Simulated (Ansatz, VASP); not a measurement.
Co: VASP beside Ansatz

```xyz
4
Lattice="2.4706 0.0000 0.0000 -1.2353 2.1396 0.0000 0.0000 0.0000 8.0882" Properties=species:S:1:pos:R:3 pbc="T T T"
Co    1.2353    0.7132    6.0662
Co    0.0000    0.0000    4.0441
Co    0.0000    1.4264    2.0221
Co    0.0000    0.0000    0.0000
```

Alike in both runs: task single point; functional PBE; k mesh 10 × 10 × 3; occupations fermi-dirac, width 0.05 eV; collinear spin; fixed moment 4 μB.

|  | VASP | Ansatz |
| --- | --- | --- |
| version | VASP 6.6.1 | Ansatz 0.2.0 |
| potentials or method | VASP PAW PBE potentials, release 64 (Co_sv) | Ansatz PAW |
| plane-wave cutoff (eV) | 600 | 420 |
| valence electrons in the cell | 68 | 68 |

Ansatz gave:

| Property | Result |
| --- | --- |
| pressure (GPa) | -3.1 |
| traceless stress, the component that is largest in VASP (GPa) | -1.56 |
| net moment per atom (μB) | 1.00 |
| size of the moment on the site where the two differ most (μB) | 0.81 |

Which values does VASP return?

Pressure (GPa): -6.8; traceless stress, the component that is largest in VASP (GPa): -1.57; net moment per atom (μB): 1.00; size of the moment on the site where the two differ most (μB): 0.81.

Site moments also hang on the region over which each program counts them.
